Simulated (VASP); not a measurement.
NiMoIrPdW:

```
CELL_PARAMETERS angstrom
2.76616 0.00000 0.00000
-1.38308 2.39557 0.00000
0.00000 0.00000 11.02292
ATOMIC_POSITIONS crystal
Ni 0.33333 0.66667 0.59712
Mo 0.00000 0.00000 0.41074
Pd 0.66667 0.33333 0.79520
Ir 0.66667 0.33333 0.19960
W 0.33333 0.66667 0.99734
```

| Quantity | Value |
| --- | --- |
| Program | VASP 6.6.1 |
| Task | relaxation of cell and atoms |
| Functional | PBE |
| Dispersion | D3(BJ) |
| Potentials or basis | VASP PAW PBE potentials, release 64 (Ni, Mo_sv, Pd, Ir, W_sv) |
| Cutoff | 600 eV |
| k mesh | 8 × 8 × 2 |
| Occupations | fermi-dirac, width 0.05 eV |
| Spin | collinear spin, ferromagnetic start |
| Starting moments | [1.0, 1.0, 0.0, 0.6, 0.0] μB |

At the start: pressure -6.3 GPa; volume 14.61 Å³/atom.

Task: Where does the relaxation end?

Result: Over 21 steps the energy falls by 7.2 meV/atom and the volume is 14.25 Å³/atom (-2.4 %); space group P3m1 (No. 156, to 0.1 Å) before and after; moment 0.00 μB per cell.

The path:
```tsv
step	energy change (eV)	largest force (eV/Å)	pressure (GPa)	volume (Å³)
1	0.0000	0.0839	-6.27	73.04
2	0.1951	0.5548	18.78	67.16
3	-0.0339	0.1510	-0.01	71.34
4	-0.0339	0.1531	-0.08	71.31
5	0.0220	0.3320	8.67	69.21
6	-0.0339	0.1543	0.18	71.27
7	-0.0353	0.0793	0.20	71.23
8	-0.0355	0.0600	0.17	71.21
9	-0.0357	0.0196	-0.38	71.34
10	-0.0357	0.0296	-0.30	71.30
11	-0.0359	0.0162	-0.06	71.23
12	-0.0359	0.0196	-0.04	71.24
13	-0.0359	0.0102	-0.05	71.22
14	-0.0358	0.0051	0.11	71.18
15	-0.0359	0.0078	0.17	71.21
16	-0.0359	0.0098	0.10	71.22
17	-0.0359	0.0101	0.10	71.22
18	-0.0359	0.0109	0.06	71.22
19	-0.0359	0.0111	0.02	71.22
20	-0.0359	0.0106	0.15	71.22
21	-0.0359	0.0072	-0.09	71.27
```

Final structure:
```cif
data_structure
_symmetry_space_group_name_H-M 'P 1'
_symmetry_Int_Tables_number 1
_cell_length_a 2.7432
_cell_length_b 2.7432
_cell_length_c 10.9362
_cell_angle_alpha 90.000
_cell_angle_beta 90.000
_cell_angle_gamma 120.000
_cell_volume 71.27
loop_
_atom_site_label
_atom_site_type_symbol
_atom_site_fract_x
_atom_site_fract_y
_atom_site_fract_z
_atom_site_occupancy
Ni1 Ni 0.33333 0.66667 0.59741 1
Mo1 Mo 0.00000 0.00000 0.41096 1
Pd1 Pd 0.66667 0.33333 0.79411 1
Ir1 Ir 0.66667 0.33333 0.20068 1
W1 W 0.33333 0.66667 0.99684 1
```

Caveat: the moments typed at the start vanished in this run.
